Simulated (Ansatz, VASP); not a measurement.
**MgSe in VASP and in Ansatz**

INCAR

```
PREC = Accurate
ENCUT = 600
EDIFF = 1E-6
ISMEAR = 0
SIGMA = 0.1
LREAL = F
LASPH = T
NELM = 120
ALGO = Normal
ISIF = 2
LWAVE = F
LCHARG = F
GGA = PE
NBANDS = 11
GGA_COMPAT = F
```

Contents of KPOINTS:

```
regular mesh
0
Gamma
  6 6 6
```

Contents of POSCAR:

```
MgSe
1.0
    0.0000000000      2.8362795752      2.8362795752
    2.8362795752      0.0000000000      2.8362795752
    2.8362795752      2.8362795752      0.0000000000
Mg Se
1 1
Direct
    0.0000000000      0.0000000000      0.0000000000
    0.5000000000      0.5000000000      0.5000000000
```

Input for Ansatz:

```yaml
crystal:
  lattice:
    - [0.0, 2.8362795752, 2.8362795752]
    - [2.8362795752, 0.0, 2.8362795752]
    - [2.8362795752, 2.8362795752, 0.0]
  atoms:
    - { symbol: Mg, position: [0.0, 0.0, 0.0] }
    - { symbol: Se, position: [0.5, 0.5, 0.5] }
basis:
  ecutwfc: 420
kpoints:
  mp_grid: { grid: [6, 6, 6] }
hamiltonian:
  xc: pbe
scf:
  occupations: { method: gaussian, width: 0.1 }
output:
  forces: true
  stress: true
  eigenvalues: true
```

Alike in both runs: task single point; functional PBE; k mesh 6 × 6 × 6; occupations gaussian, width 0.1 eV; no spin polarisation.

|  | VASP | Ansatz |
| --- | --- | --- |
| version | VASP 6.6.1 | Ansatz 0.2.0 |
| potentials or method | VASP PAW PBE potentials, release 64 (Mg, Se), cutoff 600 eV | scalar-relativistic, plane waves, PAW |
| valence electrons in the cell | 8 | 26 |

|  | VASP | Ansatz | Ansatz less VASP |
| --- | --- | --- | --- |
| gap on the k mesh at the Fermi level (eV) | 1.59 | 1.62 | +0.024 |
| least direct gap on the mesh (eV) | 1.86 | 1.87 | +0.014 |
| pressure (GPa) | -4.6 | -4.4 | +0.12 |

VASP's potentials hold 8 valence electrons a cell and Ansatz's 26, so a difference there can come from the potentials and not from the codes.
